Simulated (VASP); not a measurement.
# MgO (I4/mmm) in VASP: notebook

MgO is run at these levels: PBEsol; tasks: single point.

Program: VASP 6.6.1. These are calculated values, not measurements. Logs are shortened: lines on timing, memory, paths and dates and some standing lists are left out, and cuts for length are marked.

## 1. The cell of the first run

Symmetry: I4/mmm, No. 139, tetragonal system. Conventional cell: a = 3.129 Å, b = 3.129 Å, c = 4.214 Å, α = 90.00°, β = 90.00°, γ = 90.00°. Mg (site symmetry 4/mmm) has 6 O at 2.11 to 2.21 Å within 2.8 Å. Within 2.8 Å of O (site symmetry 4/mmm) lie 6 Mg at 2.11 to 2.21 Å.

## 2. Single point, PBEsol (strain +0.050 along x and y, +0.000 along z)

File INCAR:

```
PREC = Accurate
ENCUT = 520
EDIFF = 1E-6
ISMEAR = 0
SIGMA = 0.05
LREAL = F
LASPH = T
NELM = 100
ALGO = Normal
ISIF = 2
LWAVE = F
LCHARG = F
GGA = PS
NBANDS = 11
```

File KPOINTS:

```
Automatic mesh
0
Gamma
  10 10 10
```

File POSCAR:

```
MgO
1.0
    0.0000000000      2.2124610065      2.1071057205
    2.2124610065      0.0000000000      2.1071057205
    2.2124610065      2.2124610065      0.0000000000
Mg O
1 1
Direct
    0.0000000000      0.0000000000      0.0000000000
    0.5000000000      0.5000000000      0.5000000000
```

Potentials or basis: VASP PAW PBE potentials, release 64 (Mg, O).

Started as:

```console
$ cat potpaw_PBE.64/Mg/POTCAR potpaw_PBE.64/O/POTCAR > POTCAR
$ mpirun -np 1 vasp_std > vasp.out
```

OUTCAR:

```text
PREC = Accurate
   ENCUT = 520
   EDIFF = 1E-6
   ISMEAR = 0
   LREAL = F
   LASPH = T
   NELM = 100
   ISIF = 2
   GGA = PS

 ion  position               nearest neighbor table
   1  0.000  0.000  0.000-   2 2.11   2 2.11   2 2.21   2 2.21   2 2.21   2 2.21
   2  0.500  0.500  0.500-   1 2.11   1 2.11   1 2.21   1 2.21   1 2.21   1 2.21

  LATTYP: Found a body centered tetragonal cell.
 ALAT       =     3.1288923616
 C/A-ratio  =     1.3468700594

  Lattice vectors:

 A1 = (   0.0000000000,  -2.2124610065,  -2.1071057205)
 A2 = (   0.0000000000,   2.2124610065,  -2.1071057205)
 A3 = (   2.2124610065,   0.0000000000,   2.1071057205)

Analysis of symmetry for initial positions (statically):
=====================================================================
 Subroutine PRICEL returns:
 Original cell was already a primitive cell.

 Routine SETGRP: Setting up the symmetry group for a
 body centered tetragonal supercell.

 Subroutine GETGRP returns: Found 16 space group operations
 (whereof 16 operations were pure point group operations)
 out of a pool of 16 trial point group operations.

The static configuration has the point symmetry D_4h.

Analysis of symmetry for dynamics (positions and initial velocities):
=====================================================================
 Subroutine PRICEL returns:
 Original cell was already a primitive cell.

 Routine SETGRP: Setting up the symmetry group for a
 body centered tetragonal supercell.

 Subroutine GETGRP returns: Found 16 space group operations
 (whereof 16 operations were pure point group operations)
 out of a pool of 16 trial point group operations.

The dynamic configuration has the point symmetry D_4h.

 Subroutine INISYM returns: Found 16 space group operations
 (whereof 16 operations are pure point group operations),
 and found     1 'primitive' translations

----------------------------------------------------------------------------------------

                                     Primitive cell

  volume of cell :      20.6285

  direct lattice vectors                    reciprocal lattice vectors
     0.000000000  2.212461006  2.107105720    -0.225992684  0.225992684  0.237292318
     2.212461006  0.000000000  2.107105720     0.225992684 -0.225992684  0.237292318
     2.212461006  2.212461006  0.000000000     0.225992684  0.225992684 -0.237292318

  length of vectors
     3.055303295  3.055303295  3.128892362     0.398061591  0.398061591  0.398061591

  position of ions in fractional coordinates (direct lattice)
     0.000000000  0.000000000  0.000000000
[... 83 lines left out ...]
   NFREE  =      0    steps in history (QN), initial steepest desc. (CG)
   ISIF   =      2    stress and relaxation
   ISYM   =      2    0-nonsym 1-usesym 2-fastsym
   POTIM  = 0.5000    time-step for ionic-motion
   TEBEG  =    0.0;   TEEND  =   0.0 temperature during run
   PSTRESS=    0.0 pullay stress
   NELECT =       8.0000    total number of electrons
   NUPDOWN=      -1.0000    fix difference up-down
   EMIN   =  10.00;   EMAX   =-10.00  energy-range for DOS
[... 5 lines left out ...]
     AMIX     =   0.40;   BMIX     =  1.00
     AMIX_MAG =   1.60;   BMIX_MAG =  1.00
  volume/ion in A,a.u.               =      10.31        69.60
  Fermi-wavevector in a.u.,A,eV,Ry     =   1.193848  2.256045 19.392011  1.425273
  Thomas-Fermi vector in A             =   2.329852
   LORBIT       =      0    0 simple, 1 ext, 2 COOP (PROOUT), +10 PAW based schemes
   GGA     = PS    functional components
   LHFCALC =     F    Hartree Fock is set to
   AEXX    =    0.0000 exact exchange contribution
   IVDW    =     0    specifies the selected vdW correction
   LEPSILON=     F    determine dielectric tensor
   LRPA    =     F    only Hartree local field effects (RPA)
 non-spin polarized calculation
 Gauss-broadening in eV      SIGMA  =   0.05
  energy-cutoff  :      520.00
  volume of cell :       20.63
 maximum number of plane-waves:       572
   NGX = 11   NGY = 11   NGZ = 11

 number of electron       7.9999995 magnetization

 Free energy of the ion-electron system (eV)
  ---------------------------------------------------
  ext. energy  EPLUGINS =         0.00000000
  ---------------------------------------------------
  free energy    TOTEN  =       -12.41468888 eV

  energy without entropy =      -12.41468888  energy(sigma->0) =      -12.41468888

 E-fermi :   2.6515     XC(G=0): -10.8368

 val. band max:        2.3994565302   @ k =   0.0000   0.0000   0.0000
 cond. band min:       6.0879805340   @ k =   0.0000   0.0000   0.0000
 fundamental gap:      3.6885240038
 Fermi energy:         2.6514858247

 k-point     1 :       0.0000    0.0000    0.0000
  band No.  band energies     occupation
      1     -14.3672      2.00000
      2       2.2696      2.00000
      3       2.3995      2.00000
      4       2.3995      2.00000
      5       6.0880      0.00000
      6      17.3083      0.00000
      7      17.3083      0.00000
      8      17.7850      0.00000
      9      21.0631      0.00000
     10      22.0622      0.00000
     11      23.5867      0.00000
[... 309 lines left out ...]
 k-point    24 :       0.4000    0.3000    0.0000
  band No.  band energies     occupation
      1     -13.2578      2.00000
      2      -0.9437      2.00000
      3       1.1150      2.00000
      4       1.2810      2.00000
      5      10.8961      0.00000
      6      11.8177      0.00000
      7      15.2966      0.00000
      8      18.7866      0.00000
      9      19.0475      0.00000
     10      25.5662      0.00000
     11      27.8296      0.00000

 [... further k-points ...]

------------------------ aborting loop because EDIFF is reached ----------------------------------------

  FORCE on cell =-STRESS in cart. coord.  units (eV):
  Direction    XX          YY          ZZ          XY          YZ          ZX
  --------------------------------------------------------------------------------------
  -------------------------------------------------------------------------------------
  Total       -1.8680482     -1.8680482     -1.1171514      0.0000000     -0.0000000      0.0000000
  in kB     -145.0878619   -145.0878619    -86.7670943      0.0000000     -0.0000000      0.0000000
  external PRESSURE =    -125.6476060 kB  Pullay stress =       0.0000000 kB

 VOLUME and BASIS-vectors are now :
 -----------------------------------------------------------------------------
  energy-cutoff  :      520.00
  volume of cell :       20.63
      direct lattice vectors                 reciprocal lattice vectors
     0.000000000  2.212461006  2.107105720    -0.225992684  0.225992684  0.237292318
     2.212461006  0.000000000  2.107105720     0.225992684 -0.225992684  0.237292318
     2.212461006  2.212461006  0.000000000     0.225992684  0.225992684 -0.237292318

 POSITION                                       TOTAL-FORCE (eV/Angst)
 -----------------------------------------------------------------------------------
      0.00000      0.00000      0.00000        -0.000000      0.000000     -0.000000
      2.21246      2.21246      2.10711         0.000000     -0.000000      0.000000
 -----------------------------------------------------------------------------------
    total drift:                               -0.000000     -0.000000      0.000000

  FREE ENERGIE OF THE ION-ELECTRON SYSTEM (eV)
  ---------------------------------------------------
  free  energy   TOTEN  =       -12.4146888807 eV

  energy  without entropy=      -12.4146888807  energy(sigma->0) =      -12.41468888
```

stdout:

```text
POSCAR found type information on POSCAR MgO
 POSCAR found :  2 types and       2 ions
 scaLAPACK will be used
 -----------------------------------------------------------------------------
|                                                                             |
|                                                                             |
|     You enforced a specific xc type in the INCAR file but a different       |
|     I HOPE YOU KNOW WHAT YOU ARE DOING!                                     |
|                                                                             |
 -----------------------------------------------------------------------------

 LDA part: xc-table for (Slater+PW92), standard interpolation
 POSCAR, INCAR and KPOINTS ok, starting setup
 FFT: planning ... GRIDC
 FFT: planning ... GRID_SOFT
 FFT: planning ... GRID
 WAVECAR not read
 entering main loop
```

It took 25 s on 1 thread of Intel Xeon 6975P-C, shared host; peak memory 0.15 GiB.

What came out:

```
Free energy            : -12.4147 eV
Pressure               : -12.6 GPa
Band gap on the k mesh : 3.69 eV, direct
```

Stress tensor (GPa, compression positive):
```
-14.51   0.00   0.00
  0.00 -14.51   0.00
  0.00   0.00  -8.68
```

Caveat: the cell differs from its parent crystal (strain +0.050 along x and y, +0.000 along z); the PAW data sets were made with another functional, which shifts forces and pressure a little.

## 3. Single point, PBEsol (strain +0.050 along x and y, -0.025 along z)

File INCAR:

```
ALGO = Normal ; EDIFF = 1E-6
ENCUT = 520 ; GGA = PS
ISIF = 2 ; ISMEAR = 0
LASPH = True ; LCHARG = False
LREAL = False ; LWAVE = False
NBANDS = 11 ; NELM = 100
PREC = Accurate ; SIGMA = 0.05
```

File KPOINTS:

```
k-points
0
Gamma
  10 10 10
```

File POSCAR:

```
MgO
1.0
    0.0000000000      2.2124610065      2.0544280775
    2.2124610065      0.0000000000      2.0544280775
    2.2124610065      2.2124610065      0.0000000000
Mg O
1 1
Direct
    0.0000000000      0.0000000000      0.0000000000
    0.5000000000      0.5000000000      0.5000000000
```

Potentials or basis: VASP PAW PBE potentials, release 64 (Mg, O).

Started as:

```console
$ cat potpaw_PBE.64/Mg/POTCAR potpaw_PBE.64/O/POTCAR > POTCAR
$ mpirun -np 1 vasp_std > vasp.out
```

Wall time 24 s (1 thread of Intel Xeon 6975P-C, shared host); peak memory 0.16 GiB.

Results (log left out):

```yaml
Free_energy: -12.4306 eV
Pressure: -8.9 GPa
Band_gap_on_the_k_mesh: 3.87 eV, direct
```

Stress tensor (GPa, compression positive):
```
-12.65   0.00   0.00
  0.00 -12.65   0.00
  0.00   0.00  -1.24
```

Levels at points of the mesh, in eV from the valence-band top:
```
           k point  band 2  band 3  band 4  band 5  band 6  band 7
(0.00, 0.00, 0.00)   -0.20    0.00    0.00    3.87   14.98   14.98
(0.50, 0.00, 0.00)   -4.42   -0.72   -0.60    7.21   11.59   14.64
(0.50, 0.50, 0.00)   -3.74   -1.52   -1.52    8.30    9.10   12.81
(0.50, 0.00, 0.50)   -3.98   -1.45   -1.00    9.08    9.09   11.84
```

Caveat: the cell differs from its parent crystal (strain +0.050 along x and y, -0.025 along z); the PAW data sets were made with another functional, which shifts forces and pressure a little.

## 4. Single point, PBEsol (strain -0.050 along x and y, +0.050 along z)

File INCAR:

```
SYSTEM = MgO
PREC = Accurate ; ENCUT = 520
EDIFF = 1E-6 ; ISMEAR = 0
SIGMA = 0.05 ; LREAL = .False.
LASPH = .True. ; NELM = 60
ALGO = Normal ; ISIF = 2
LWAVE = .False. ; LCHARG = .False.
GGA = PS ; NBANDS = 11
```

File KPOINTS:

```
Automatic mesh
0
Gamma
  10 10 10
  0 0 0
```

File POSCAR:

```
MgO
1.0
    0.0000000000      2.0017504345      2.2124610065
    2.0017504345      0.0000000000      2.2124610065
    2.0017504345      2.0017504345      0.0000000000
Mg O
1 1
Direct
    0.0000000000      0.0000000000      0.0000000000
    0.5000000000      0.5000000000      0.5000000000
```

Started as:

```console
$ cat potpaw_PBE.64/Mg/POTCAR potpaw_PBE.64/O/POTCAR > POTCAR
$ mpirun -np 1 vasp_std > vasp.out
```

Wall time 16 s (1 thread of Intel Xeon Platinum 8259CL at 2.50GHz (Skylake/Cascade Lake), shared host); peak memory 0.15 GiB.

Results (log left out):

```yaml
Free_energy: -12.3933 eV
Pressure: 12.8 GPa
Band_gap_on_the_k_mesh: 4.99 eV, direct
```

Stress tensor (GPa, compression positive):
```
20.87  0.00  0.00
 0.00 20.87  0.00
 0.00  0.00 -3.48
```

Levels at points of the mesh, in eV from the valence-band top:
```
           k point  band 2  band 3  band 4  band 5  band 6  band 7
(0.00, 0.00, 0.00)   -0.13   -0.13    0.00    4.99   15.21   16.35
(0.50, 0.00, 0.00)   -4.99   -0.96   -0.69    7.92   12.92   15.81
(0.50, 0.50, 0.00)   -4.68   -1.21   -1.21    9.64   10.68   12.58
(0.50, 0.00, 0.50)   -4.30   -1.98   -1.33    8.65   10.36   13.88
```

Caveat: the cell differs from its parent crystal (strain -0.050 along x and y, +0.050 along z); the PAW data sets were made with another functional, which shifts forces and pressure a little.

## 5. Single point, PBEsol (strain +0.000 along x and y, -0.050 along z)

File INCAR:

```
SYSTEM = MgO
ALGO     = Normal         ! electronic algorithm
EDIFF    = 1E-6           ! SCF threshold, eV
ENCUT    = 520            ! plane-wave cutoff, eV
GGA      = PS             ! functional
ISIF     = 2              ! what is computed and relaxed
ISMEAR   = 0              ! smearing method
LASPH    = .TRUE.         ! aspherical terms in the spheres
LCHARG   = .FALSE.        ! write CHGCAR
LREAL    = .FALSE.        ! projectors in reciprocal space
LWAVE    = .FALSE.        ! write WAVECAR
NBANDS   = 11             ! bands
NELM     = 60             ! most SCF steps
PREC     = Accurate       ! precision mode
SIGMA    = 0.05           ! smearing width, eV
```

File KPOINTS:

```
k-points
0
G
  10 10 10
  0 0 0
```

File POSCAR:

```
MgO
1.0
    0.0000000000      2.1071057205      2.0017504345
    2.1071057205      0.0000000000      2.0017504345
    2.1071057205      2.1071057205      0.0000000000
Mg O
1 1
Direct
    0.0000000000      0.0000000000      0.0000000000
    0.5000000000      0.5000000000      0.5000000000
```

Started as:

```console
$ cat potpaw_PBE.64/Mg/POTCAR potpaw_PBE.64/O/POTCAR > POTCAR
$ mpirun -np 1 vasp_std > vasp.out
```

Run time: 16 s. Hardware: 1 thread of Intel Xeon Platinum 8259CL at 2.50GHz (Skylake/Cascade Lake), shared host; peak memory 0.15 GiB.

The run converged. Its results:

| Item | Value |
| --- | --- |
| Free energy | -12.4608 eV |
| Pressure | 9.6 GPa |
| Band gap on the k mesh | 5.07 eV, direct |

Stress tensor (GPa, compression positive):
```
 4.51  0.00  0.00
 0.00  4.51  0.00
 0.00  0.00 19.78
```

Levels at points of the mesh, in eV from the valence-band top:
| k point | band 1 | band 2 | band 3 | band 4 | band 5 | band 6 | band 7 | band 8 | band 9 |
| --- | --- | --- | --- | --- | --- | --- | --- | --- | --- |
| (0.00, 0.00, 0.00) | -17.51 | -0.11 | 0.00 | 0.00 | 5.07 | 15.72 | 15.72 | 16.28 | 19.89 |
| (0.50, 0.00, 0.00) | -16.06 | -4.94 | -0.82 | -0.71 | 8.01 | 13.01 | 16.08 | 17.35 | 21.45 |
| (0.50, 0.50, 0.00) | -15.69 | -4.24 | -1.63 | -1.63 | 8.58 | 10.37 | 13.93 | 19.19 | 19.19 |
| (0.50, 0.00, 0.50) | -15.83 | -4.46 | -1.54 | -1.23 | 9.15 | 10.43 | 13.24 | 19.28 | 20.31 |

Caveat: the cell differs from its parent crystal (strain +0.000 along x and y, -0.050 along z); the PAW data sets were made with another functional, which shifts forces and pressure a little.

## 6. Summary

```csv
cell,gap on the mesh (eV),pressure (GPa)
"a = 3.055, b = 3.055, c = 3.129 Å, angles 59.2, 59.2, 61.6°, 2 atoms",3.69,-12.6
"a = 3.019, b = 3.019, c = 3.129 Å, angles 58.8, 58.8, 62.4°, 2 atoms",3.87,-8.9
"a = 2.984, b = 2.984, c = 2.831 Å, angles 61.7, 61.7, 56.6°, 2 atoms",4.99,12.8
"a = 2.906, b = 2.906, c = 2.980 Å, angles 59.2, 59.2, 61.7°, 2 atoms",5.07,9.6
```

Alike in all rows: task single point; level PBEsol; potentials or basis VASP PAW PBE potentials, release 64 (Mg, O); no spin polarisation; k mesh 10 × 10 × 10; cutoff (eV) 520; smearing gaussian 0.05 eV.

Caveats: the PAW data sets were made with another functional, which shifts forces and pressure a little.

Total energies depend on the potentials used, so only differences within one code and one set of settings carry meaning.
